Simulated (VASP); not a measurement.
Runs of VASP 6.6.1 on SnSe2. It takes space group P-3m1 (No. 164, trigonal). The conventional cell has a = 3.811 Å, b = 3.811 Å, c = 6.136 Å, α = 90.00°, β = 90.00°, γ = 120.00°. Sn (site symmetry -3m) has 6 Se at 2.68 Å within 3.5 Å. Within 3.5 Å of Se (site symmetry 3m) lie 3 Sn at 2.68 Å. 

| k mesh | gap on the mesh (eV) | pressure (GPa) | largest force (eV/Å) |
| --- | --- | --- | --- |
| 6 × 6 × 4 | (a) | 5.7 | (c) |
| 12 × 12 × 4 | 0.77 | 5.6 | 0.81 |
| 12 × 12 × 6 | 0.72 | 5.6 | 0.81 |
| 3 × 3 × 2 | 1.07 | 6.9 | (b) |

Alike in all rows: task single point; level PBE; potentials or basis VASP PAW PBE potentials, release 64 (Sn_d, Se); no spin polarisation; cell as given; cutoff (eV) 520; smearing gaussian 0.01 eV.

Fill in the values left out.

(a) 0.82; (b) 0.70; (c) 0.80.

Caveats: some runs use coarse meshes; spin-orbit coupling is left out, which moves the levels of the heavy elements; this functional lacks dispersion, which binds the layers, so the pressure and a relaxed spacing across them are unreliable.

A k mesh can miss the band edges, and the runs leave out spin-orbit coupling on Se, Sn.
